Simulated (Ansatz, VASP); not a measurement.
**One calculation of GaSb3, two programs**

```xyz
4
Lattice="0.0000 3.5501 3.7450 3.5501 0.0000 3.7450 3.5501 3.5501 0.0000" Properties=species:S:1:pos:R:3 pbc="T T T"
Ga    0.0000    0.0000    0.0000
Sb    1.7751    1.7751    1.8725
Sb    5.3252    5.3252    5.6175
Sb    3.5501    3.5501    3.7450
```

Alike in both runs: task single point; functional PBEsol; k mesh 10 × 10 × 10; occupations gaussian, width 0.15 eV; no spin polarisation.

|  | VASP | Ansatz |
| --- | --- | --- |
| version | VASP 6.6.1 | Ansatz 0.2.0 |
| potentials or method | VASP PAW PBE potentials, release 64 (Ga_d, Sb), cutoff 520 eV | scalar-relativistic, plane waves, PAW |
| valence electrons in the cell | 28 | 58 |

Ansatz gave:

```
gap on the k mesh at the Fermi level (eV)                     : none
pressure (GPa)                                                : 2.0
traceless stress, the component that is largest in VASP (GPa) : -1.43
```

Question: Which values does VASP return?

Answer: gap on the k mesh at the Fermi level (eV): none; pressure (GPa): 2.1; traceless stress, the component that is largest in VASP (GPa): -1.43.

VASP's potentials were made for PBE, not for PBEsol, and Ansatz warns of the same on its side. A gap of «none» marks a metal or a gap that the smearing closes. VASP's potentials hold 28 valence electrons a cell and Ansatz's 58, so a difference there can come from the potentials and not from the codes.

Neither program's run includes spin-orbit coupling.
